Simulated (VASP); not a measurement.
Here is a VASP 6.6.1 calculation.

Contents of INCAR:

```
SYSTEM = Au
  PREC = Accurate
  ENCUT = 520
  EDIFF = 1E-6
  ISMEAR = 0
  SIGMA = 0.15
  LREAL = .False.
  LASPH = .True.
  NELM = 80
  ALGO = Fast
  ISIF = 2
  LWAVE = .False.
  LCHARG = .False.
  GGA = PE
  NBANDS = 18
```

KPOINTS

```
Automatic mesh
0
Gamma
  16 16 12
  0 0 0
```

File POSCAR:

```
Au
1.0
    0.0000000000     -2.0455000000     -2.0455000000
    0.0000000000      2.0455000000     -2.0455000000
    4.0910000000      0.0000000000      0.0000000000
Au
2
Direct
    0.5000000000      0.5000000000      0.5061109753
    0.0000000000      0.0000000000     -0.0061109753
```

Potentials or basis: VASP PAW PBE potentials, release 64 (Au).

Command:

```sh
$ cat potpaw_PBE.64/Au/POTCAR > POTCAR
$ mpirun -np 1 vasp_std > vasp.out
```

Question: Predict the pressure.

Answer: 7.8 GPa.

Question: Predict the band gap on the k mesh.

Answer: Zero (bands 11 and 12 overlap by 7.30 eV).

Question: What does it give for the largest force?

Answer: 0.429 eV/Å.

Forces on the atoms (eV/Å):
```
Au  -0.429  0.000  0.000
Au   0.429  0.000  0.000
```

Caveat: the cell differs from its parent crystal (atoms displaced along a vibrational mode); the cell stands under pressure; spin-orbit coupling is left out, which moves the levels of the heavy elements.
